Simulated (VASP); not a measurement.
# WS2 in VASP: further runs

WS2 is run at these levels: PBEsol; tasks: single point.

Everything below comes from runs of VASP 6.6.1. Logs are shortened: lines on timing, memory, paths and dates and some standing lists are left out, and cuts for length are marked.

### Step 1. The cell of the first run

The cell holds a slab with vacuum, 12 atoms: a = 3.146 Å, b = 3.146 Å, c = 32.519 Å, α = 90.00°, β = 90.00°, γ = 120.00°.

### Step 2. Single point, PBEsol (23.23 Å³/atom)

INCAR reads:

```
  PREC = Accurate
  ENCUT = 520
  EDIFF = 1E-7
  ISMEAR = 0
  SIGMA = 0.02
  LREAL = False
  LASPH = True
  NELM = 60
  ALGO = Normal
  ISIF = 2
  LWAVE = False
  LCHARG = False
  GGA = PS
  NBANDS = 64
```

KPOINTS reads:

```
Automatic mesh
0
Gamma
  12 12 1
```

POSCAR reads:

```
WS2
1.0
    3.1460689522      0.0000000000      0.0000000000
   -1.5730344761      2.7245756347      0.0000000000
    0.0000000000      0.0000000000     32.5193973077
W S
4 8
Direct
    0.6666666667      0.3333333333      0.4024453859
    0.6666666667      0.3333333333      0.7926498139
    0.3333333333      0.6666666667      0.2073501861
    0.3333333333      0.6666666667      0.5975546141
    0.6666666667      0.3333333333      0.1591776616
    0.6666666667      0.3333333333      0.5493488316
    0.3333333333      0.6666666667      0.3542399872
    0.3333333333      0.6666666667      0.7444402264
    0.6666666667      0.3333333333      0.2555597736
    0.6666666667      0.3333333333      0.6457600128
    0.3333333333      0.6666666667      0.4506511684
    0.3333333333      0.6666666667      0.8408223384
```

Potentials or basis: VASP PAW PBE potentials, release 64 (W_sv, S).

Run with:

```bash
$ cat potpaw_PBE.64/W_sv/POTCAR potpaw_PBE.64/S/POTCAR > POTCAR
$ mpirun -np 1 vasp_std > vasp.out
```

OUTCAR:

```text
PREC = Accurate
   ENCUT = 520
   EDIFF = 1E-7
   ISMEAR = 0
   LREAL = False
   LASPH = True
   NELM = 60
   ISIF = 2
   GGA = PS

 ion  position               nearest neighbor table
   1  0.667  0.333  0.402-   7 2.40   7 2.40   7 2.40  11 2.40  11 2.40  11 2.40
   2  0.667  0.333  0.793-  12 2.40  12 2.40  12 2.40   8 2.40   8 2.40   8 2.40
   3  0.333  0.667  0.207-   5 2.40   5 2.40   5 2.40   9 2.40   9 2.40   9 2.40
   4  0.333  0.667  0.598-  10 2.40  10 2.40  10 2.40   6 2.40   6 2.40   6 2.40
   5  0.667  0.333  0.159-   3 2.40   3 2.40   3 2.40
   6  0.667  0.333  0.549-   4 2.40   4 2.40   4 2.40
   7  0.333  0.667  0.354-   1 2.40   1 2.40   1 2.40
   8  0.333  0.667  0.744-   2 2.40   2 2.40   2 2.40
   9  0.667  0.333  0.256-   3 2.40   3 2.40   3 2.40
  10  0.667  0.333  0.646-   4 2.40   4 2.40   4 2.40
  11  0.333  0.667  0.451-   1 2.40   1 2.40   1 2.40
  12  0.333  0.667  0.841-   2 2.40   2 2.40   2 2.40

  LATTYP: Found a hexagonal cell.
 ALAT       =     3.1460689522
 C/A-ratio  =    10.3365176675

  Lattice vectors:

 A1 = (   3.1460689522,   0.0000000000,   0.0000000000)
 A2 = (  -1.5730344761,   2.7245756347,   0.0000000000)
 A3 = (   0.0000000000,   0.0000000000,  32.5193973077)

Analysis of symmetry for initial positions (statically):
=====================================================================
 Subroutine PRICEL returns:
 Original cell was already a primitive cell.

 Routine SETGRP: Setting up the symmetry group for a
 hexagonal supercell.

 Subroutine GETGRP returns: Found 12 space group operations
 (whereof 12 operations were pure point group operations)
 out of a pool of 24 trial point group operations.

The static configuration has the point symmetry D_3d.

Analysis of symmetry for dynamics (positions and initial velocities):
=====================================================================
 Subroutine PRICEL returns:
 Original cell was already a primitive cell.

 Routine SETGRP: Setting up the symmetry group for a
 hexagonal supercell.

 Subroutine GETGRP returns: Found 12 space group operations
 (whereof 12 operations were pure point group operations)
 out of a pool of 24 trial point group operations.

The dynamic configuration has the point symmetry D_3d.

 Subroutine INISYM returns: Found 12 space group operations
 (whereof 12 operations are pure point group operations),
[... 119 lines left out ...]
   TEBEG  =    0.0;   TEEND  =   0.0 temperature during run
   PSTRESS=    0.0 pullay stress
   NELECT =     104.0000    total number of electrons
   NUPDOWN=      -1.0000    fix difference up-down
   EMIN   =  10.00;   EMAX   =-10.00  energy-range for DOS
   EFERMI =   0.00;   METHOD = LEGACY
   ISMEAR =     0;   SIGMA  =   0.02  broadening in eV -4-tet -1-fermi 0-gaus
   EFERMI_NEDOS =   21; number of points for ismear=-14 and -15
   IALGO  =     38    algorithm
   IMIX   =      4    mixing-type and parameters
     AMIX     =   0.40;   BMIX     =  1.00
     AMIX_MAG =   1.60;   BMIX_MAG =  1.00
  volume/ion in A,a.u.               =      23.23       156.76
  Fermi-wavevector in a.u.,A,eV,Ry     =   1.178554  2.227144 18.898343  1.388989
  Thomas-Fermi vector in A             =   2.314881
   LORBIT       =      0    0 simple, 1 ext, 2 COOP (PROOUT), +10 PAW based schemes
   GGA     = PS    functional components
   LHFCALC =     F    Hartree Fock is set to
   AEXX    =    0.0000 exact exchange contribution
   IVDW    =     0    specifies the selected vdW correction
   LEPSILON=     F    determine dielectric tensor
   LRPA    =     F    only Hartree local field effects (RPA)
 non-spin polarized calculation
 Gauss-broadening in eV      SIGMA  =   0.02
  energy-cutoff  :      520.00
  volume of cell :      278.75
 maximum number of plane-waves:      7560
 NGX is ok and might be reduce to    24
   NGX = 11   NGY = 11   NGZ =121

 number of electron     103.9999984 magnetization

 Free energy of the ion-electron system (eV)
  ---------------------------------------------------
  ext. energy  EPLUGINS =         0.00000000
  ---------------------------------------------------
  free energy    TOTEN  =      -101.07902836 eV

  energy without entropy =     -101.07902836  energy(sigma->0) =     -101.07902836

 E-fermi :   4.4237     XC(G=0):  -8.7958

 val. band max:        4.2371945079   @ k =   0.0000   0.0000   0.0000
 cond. band min:       5.4908073800   @ k =   0.1667   0.1667   0.0000
 fundamental gap:      1.2536128721
 Fermi energy:         4.4236528600

 k-point     1 :       0.0000    0.0000    0.0000
  band No.  band energies     occupation
      1     -70.1170      2.00000
      2     -70.1170      2.00000
      3     -70.1153      2.00000
      4     -70.1153      2.00000
      5     -34.3951      2.00000
      6     -34.3951      2.00000
[... 1262 lines left out ...]
     63       7.9208      0.00000
     64       7.9208      0.00000

------------------------ aborting loop because EDIFF is reached ----------------------------------------

  FORCE on cell =-STRESS in cart. coord.  units (eV):
  Direction    XX          YY          ZZ          XY          YZ          ZX
  --------------------------------------------------------------------------------------
  -------------------------------------------------------------------------------------
  Total        0.1434971      0.1434971      0.1814209      0.0000000      0.0000000      0.0000000
  in kB        0.8247915      0.8247915      1.0427696      0.0000000      0.0000000      0.0000000
  external PRESSURE =       0.8974509 kB  Pullay stress =       0.0000000 kB

 VOLUME and BASIS-vectors are now :
 -----------------------------------------------------------------------------
  energy-cutoff  :      520.00
  volume of cell :      278.75
      direct lattice vectors                 reciprocal lattice vectors
     3.146068952  0.000000000  0.000000000     0.317856988  0.183514817  0.000000000
    -1.573034476  2.724575635  0.000000000     0.000000000  0.367029635  0.000000000
     0.000000000  0.000000000 32.519397308     0.000000000  0.000000000  0.030750877

 POSITION                                       TOTAL-FORCE (eV/Angst)
 -----------------------------------------------------------------------------------
      1.57303      0.90819     13.08728         0.000000      0.000000      0.000086
      1.57303      0.90819     25.77649         0.000000     -0.000000      0.000560
     -0.00000      1.81638      6.74290        -0.000000      0.000000     -0.000560
     -0.00000      1.81638     19.43212         0.000000     -0.000000     -0.000086
      1.57303      0.90819      5.17636         0.000000     -0.000000     -0.022521
      1.57303      0.90819     17.86449        -0.000000      0.000000     -0.020324
     -0.00000      1.81638     11.51967         0.000000     -0.000000     -0.020884
     -0.00000      1.81638     24.20875        -0.000000      0.000000     -0.021314
      1.57303      0.90819      8.31065        -0.000000     -0.000000      0.021314
      1.57303      0.90819     20.99973         0.000000      0.000000      0.020884
     -0.00000      1.81638     14.65490        -0.000000     -0.000000      0.020324
     -0.00000      1.81638     27.34304        -0.000000      0.000000      0.022521
 -----------------------------------------------------------------------------------
    total drift:                                0.000000     -0.000000      0.000000

  FREE ENERGIE OF THE ION-ELECTRON SYSTEM (eV)
  ---------------------------------------------------
  free  energy   TOTEN  =      -101.0790283605 eV

  energy  without entropy=     -101.0790283605  energy(sigma->0) =     -101.07902836
```

OSZICAR:

```text
N       E                     dE             d eps       ncg     rms          rms(c)
DAV:   1     0.111039192796E+04    0.11104E+04   -0.55982E+04  2736   0.155E+03
DAV:   2    -0.205107505580E+02   -0.11309E+04   -0.10976E+04  2880   0.427E+02
DAV:   3    -0.102749759315E+03   -0.82239E+02   -0.80983E+02  3000   0.110E+02
[... 17 lines left out ...]
DAV:  21    -0.101079025848E+03   -0.98850E-05   -0.72233E-07  2304   0.286E-03    0.201E-03
DAV:  22    -0.101079027577E+03   -0.17289E-05   -0.96411E-08  1976   0.908E-04    0.172E-03
DAV:  23    -0.101079028138E+03   -0.56176E-06   -0.37930E-08  1832   0.696E-04    0.704E-04
DAV:  24    -0.101079028314E+03   -0.17615E-06   -0.12997E-08  1672   0.352E-04    0.339E-04
DAV:  25    -0.101079028360E+03   -0.46039E-07   -0.30244E-09  1528   0.166E-04
   1 F= -.10107903E+03 E0= -.10107903E+03  d E =-.140155E-41
```

Wall time 6.9 min (1 thread of AMD EPYC 9R45 (Zen 5), shared host); peak memory 0.49 GiB.

What came out:

```yaml
Free_energy: -101.0790 eV
Largest_force: 0.023 eV/Å
Band_gap_on_the_k_mesh: 1.25 eV (least direct gap 1.88 eV)
```

Forces in eV/Å, atoms in the order of the input:
```
W    0.000  0.000  0.000
W    0.000  0.000  0.001
W    0.000  0.000 -0.001
W    0.000  0.000  0.000
S    0.000  0.000 -0.023
S    0.000  0.000 -0.020
S    0.000  0.000 -0.021
S    0.000  0.000 -0.021
S    0.000  0.000  0.021
S    0.000  0.000  0.021
S    0.000  0.000  0.020
S    0.000  0.000  0.023
```

Levels at points of the mesh, in eV from the valence-band top:
| k point | band 50 | band 51 | band 52 | band 53 | band 54 | band 55 |
| --- | --- | --- | --- | --- | --- | --- |
| (0.00, 0.00, 0.00) | -0.54 | -0.21 | 0.00 | 2.53 | 2.53 | 2.53 |
| (0.50, 0.00, 0.00) | -1.44 | -1.41 | -1.39 | 2.54 | 2.55 | 2.56 |

Caveat: there is no dipole correction, which matters where the two faces differ; the PAW data sets were made with another functional, which shifts forces and pressure a little; spin-orbit coupling is left out, which moves the levels of the heavy elements.

### Step 3. Single point, PBEsol (23.97 Å³/atom)

This run uses another cell than the first one.

INCAR reads:

```
PREC = Accurate
ENCUT = 520
EDIFF = 1E-7
ISMEAR = 0
SIGMA = 0.02
LREAL = F
LASPH = T
NELM = 60
ALGO = Normal
ISIF = 2
LWAVE = F
LCHARG = T
GGA = PS
LELF = T
LVHAR = T
NBANDS = 64
```

KPOINTS reads:

```
regular mesh
0
Gamma
  12 12 1
```

POSCAR reads:

```
WS2
1.0
    3.1459793504      0.0000000000      0.0000000000
   -1.5729896752      2.7244980372      0.0000000000
    0.0000000000      0.0000000000     33.5591619546
W S
4 8
Direct
    0.6666666667      0.3333333333      0.4054553911
    0.6666666667      0.3333333333      0.7836138098
    0.3333333333      0.6666666667      0.2163861902
    0.3333333333      0.6666666667      0.5945446089
    0.6666666667      0.3333333333      0.1697026160
    0.6666666667      0.3333333333      0.5478289812
    0.3333333333      0.6666666667      0.3587400653
    0.3333333333      0.6666666667      0.7368944232
    0.6666666667      0.3333333333      0.2631055768
    0.6666666667      0.3333333333      0.6412599347
    0.3333333333      0.6666666667      0.4521710188
    0.3333333333      0.6666666667      0.8302973840
```

Potentials or basis: VASP PAW PBE potentials, release 64 (W_sv, S).

Run with:

```bash
$ cat potpaw_PBE.64/W_sv/POTCAR potpaw_PBE.64/S/POTCAR > POTCAR
$ mpirun -np 1 vasp_std > vasp.out
```

OUTCAR:

```text
PREC = Accurate
   ENCUT = 520
   EDIFF = 1E-7
   ISMEAR = 0
   LREAL = F
   LASPH = T
   NELM = 60
   ISIF = 2
   GGA = PS

 ion  position               nearest neighbor table
   1  0.667  0.333  0.405-   7 2.40   7 2.40   7 2.40  11 2.40  11 2.40  11 2.40
   2  0.667  0.333  0.784-  12 2.40  12 2.40  12 2.40   8 2.40   8 2.40   8 2.40
   3  0.333  0.667  0.216-   5 2.40   5 2.40   5 2.40   9 2.40   9 2.40   9 2.40
   4  0.333  0.667  0.595-  10 2.40  10 2.40  10 2.40   6 2.40   6 2.40   6 2.40
   5  0.667  0.333  0.170-   3 2.40   3 2.40   3 2.40
   6  0.667  0.333  0.548-   4 2.40   4 2.40   4 2.40
[... 1496 lines left out ...]
 VOLUME and BASIS-vectors are now :
 -----------------------------------------------------------------------------
  energy-cutoff  :      520.00
  volume of cell :      287.64
      direct lattice vectors                 reciprocal lattice vectors
     3.145979350  0.000000000  0.000000000     0.317866041  0.183520044  0.000000000
    -1.572989675  2.724498037  0.000000000     0.000000000  0.367040088  0.000000000
     0.000000000  0.000000000 33.559161955     0.000000000  0.000000000  0.029798122

 POSITION                                       TOTAL-FORCE (eV/Angst)
 -----------------------------------------------------------------------------------
      1.57299      0.90817     13.60674        -0.000000      0.000000      0.000236
      1.57299      0.90817     26.29742        -0.000000      0.000000      0.000622
     -0.00000      1.81633      7.26174         0.000000     -0.000000     -0.000622
     -0.00000      1.81633     19.95242         0.000000     -0.000000     -0.000236
      1.57299      0.90817      5.69508        -0.000000     -0.000000     -0.020979
      1.57299      0.90817     18.38468        -0.000000     -0.000000     -0.019055
     -0.00000      1.81633     12.03902         0.000000      0.000000     -0.019237
     -0.00000      1.81633     24.72956         0.000000     -0.000000     -0.019603
      1.57299      0.90817      8.82960        -0.000000      0.000000      0.019603
      1.57299      0.90817     21.52015        -0.000000      0.000000      0.019237
     -0.00000      1.81633     15.17448        -0.000000      0.000000      0.019055
     -0.00000      1.81633     27.86408         0.000000      0.000000      0.020979
 -----------------------------------------------------------------------------------
    total drift:                                0.000000     -0.000000      0.000000

  FREE ENERGIE OF THE ION-ELECTRON SYSTEM (eV)
  ---------------------------------------------------
  free  energy   TOTEN  =      -101.0783957989 eV

  energy  without entropy=     -101.0783957989  energy(sigma->0) =     -101.07839580
```

Run time: 7.3 min. Hardware: 1 thread of AMD EPYC 9R45 (Zen 5), shared host; peak memory 0.49 GiB.

Results:

```yaml
Free_energy: -101.0784 eV
Largest_force: 0.021 eV/Å
Band_gap_on_the_k_mesh: 1.25 eV (least direct gap 1.88 eV)
```

Forces in eV/Å, atoms in the order of the input:
```
W    0.000  0.000  0.000
W    0.000  0.000  0.001
W    0.000  0.000 -0.001
W    0.000  0.000  0.000
S    0.000  0.000 -0.021
S    0.000  0.000 -0.019
S    0.000  0.000 -0.019
S    0.000  0.000 -0.020
S    0.000  0.000  0.020
S    0.000  0.000  0.019
S    0.000  0.000  0.019
S    0.000  0.000  0.021
```

Levels at points of the mesh, in eV from the valence-band top:
```tsv
k point	band 49	band 50	band 51	band 52	band 53	band 54	band 55	band 56
(0.00, 0.00, 0.00)	-0.91	-0.54	-0.21	0.00	2.53	2.53	2.53	2.53
(0.50, 0.00, 0.00)	-1.48	-1.44	-1.41	-1.38	2.55	2.55	2.56	2.57
```

Caveat: there is no dipole correction, which matters where the two faces differ; the PAW data sets were made with another functional, which shifts forces and pressure a little; spin-orbit coupling is left out, which moves the levels of the heavy elements.
